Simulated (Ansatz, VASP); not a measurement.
LiTlF4: VASP beside Ansatz

```xyz
6
Lattice="3.7662 0.0000 0.0000 0.0000 3.7662 0.0000 0.0000 0.0000 5.3055" Properties=species:S:1:pos:R:3 pbc="T T T"
Li    0.0000    0.0000    0.0000
Tl    1.8831    1.8831    2.6528
F     1.8831    0.0000    1.3278
F     0.0000    1.8831    3.9777
F     1.8831    0.0000    3.9777
F     0.0000    1.8831    1.3278
```

Alike in both runs: functional PBE; k mesh 8 × 8 × 6; occupations gaussian, width 0.02 eV; no spin polarisation.

Ansatz relaxed the structure, and its values are those at the end. VASP's run is a single point on that final structure, the one shown.

|  | VASP | Ansatz |
| --- | --- | --- |
| version | VASP 6.6.1 | Ansatz 0.2.0 |
| potentials or method | VASP PAW PBE potentials, release 64 (Li_sv, Tl_d, F), cutoff 520 eV | scalar-relativistic, plane waves, PAW |
| valence electrons in the cell | 44 | 44 |

```tsv
	VASP	Ansatz	Ansatz less VASP
gap on the k mesh at the Fermi level (eV)	1.91	1.94	+0.031
least direct gap on the mesh (eV)	2.12	2.15	+0.028
rms of the force components (eV/Å)	0.009	0.000	-0.0092
```

With one functional, cell and mesh, what is left measures potentials, basis and numerics.

Neither program's run includes spin-orbit coupling. Noted on VASP's run: the cutoff is short for stress, so the pressure is rough.
